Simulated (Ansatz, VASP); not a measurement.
## Hf4Cl: VASP beside Ansatz

The input INCAR:

```
SYSTEM = Hf4Cl
PREC = Accurate
ENCUT = 600
EDIFF = 1E-7
ISMEAR = 0
SIGMA = 0.1
LREAL = .FALSE.
LASPH = .TRUE.
NELM = 100
ALGO = Normal
ISIF = 3
LWAVE = .FALSE.
LCHARG = .FALSE.
GGA = PE
IBRION = 2
NSW = 90
EDIFFG = -0.04
```

Contents of KPOINTS:

```
regular mesh
0
G
  4 4 4
  0 0 0
```

POSCAR

```
Hf4Cl
1.0
    0.0000000000      4.1009274200      4.1009274200
    4.1009274200      0.0000000000      4.1009274200
    4.1009274200      4.1009274200      0.0000000000
Hf Cl
8 2
Direct
    0.7427949300      0.2572050700      0.2572050700
    0.2572050700      0.7427949300      0.7427949300
    0.2572050700      0.7427949300      0.2572050700
    0.7427949300      0.2572050700      0.7427949300
    0.2572050700      0.2572050700      0.7427949300
    0.7427949300      0.7427949300      0.2572050700
    0.2500000000      0.2500000000      0.2500000000
    0.7500000000      0.7500000000      0.7500000000
    0.5000000000      0.5000000000      0.5000000000
    0.0000000000      0.0000000000      0.0000000000
```

Input for Ansatz:

```yaml
crystal:
  lattice:
    - [0.0, 4.10092742, 4.10092742]
    - [4.10092742, 0.0, 4.10092742]
    - [4.10092742, 4.10092742, 0.0]
  atoms:
    - { symbol: Hf, position: [0.74279493, 0.25720507, 0.25720507] }
    - { symbol: Hf, position: [0.25720507, 0.74279493, 0.74279493] }
    - { symbol: Hf, position: [0.25720507, 0.74279493, 0.25720507] }
    - { symbol: Hf, position: [0.74279493, 0.25720507, 0.74279493] }
    - { symbol: Hf, position: [0.25720507, 0.25720507, 0.74279493] }
    - { symbol: Hf, position: [0.74279493, 0.74279493, 0.25720507] }
    - { symbol: Hf, position: [0.25, 0.25, 0.25] }
    - { symbol: Hf, position: [0.75, 0.75, 0.75] }
    - { symbol: Cl, position: [0.5, 0.5, 0.5] }
    - { symbol: Cl, position: [0.0, 0.0, 0.0] }
basis:
  ecutwfc: 420
kpoints:
  mp_grid: { grid: [4, 4, 4] }
hamiltonian:
  xc: pbe
scf:
  occupations: { method: gaussian, width: 0.1 }
  lower_state_search: "off"
output:
  forces: true
  stress: true
  eigenvalues: true
relax:
  adjacent_minimum: "off"
  f_tol: 0.04
  max_steps: 70
  cell: { stress_tol: 0.4 }
```

Alike in both runs: task relaxation of cell and atoms; functional PBE; k mesh 4 × 4 × 4; occupations gaussian, width 0.1 eV; no spin polarisation.

|  | VASP | Ansatz |
| --- | --- | --- |
| version | VASP 6.6.1 | Ansatz 0.2.0 |
| potentials or method | VASP PAW PBE potentials, release 64 (Hf_pv, Cl), cutoff 600 eV | scalar-relativistic, plane waves, PAW |
| valence electrons in the cell | 94 | 222 |

Ansatz gave:

* gap on the k mesh at the Fermi level, each at its own relaxed structure (eV): none
* relaxed volume (Å³/atom): 21.65
* relaxed cell length with the largest relative difference (Å): 6.740

Which values does VASP return?

gap on the k mesh at the Fermi level, each at its own relaxed structure (eV): none; relaxed volume (Å³/atom): 21.56; relaxed cell length with the largest relative difference (Å): 6.730.

A gap of «none» marks a metal or a gap that the smearing closes. VASP's potentials hold 94 valence electrons a cell and Ansatz's 222, so a difference there can come from the potentials and not from the codes.

Spin-orbit coupling is off throughout. Noted on VASP's run: the volume moved by over 15 % at a fixed basis, so the end points are rough.
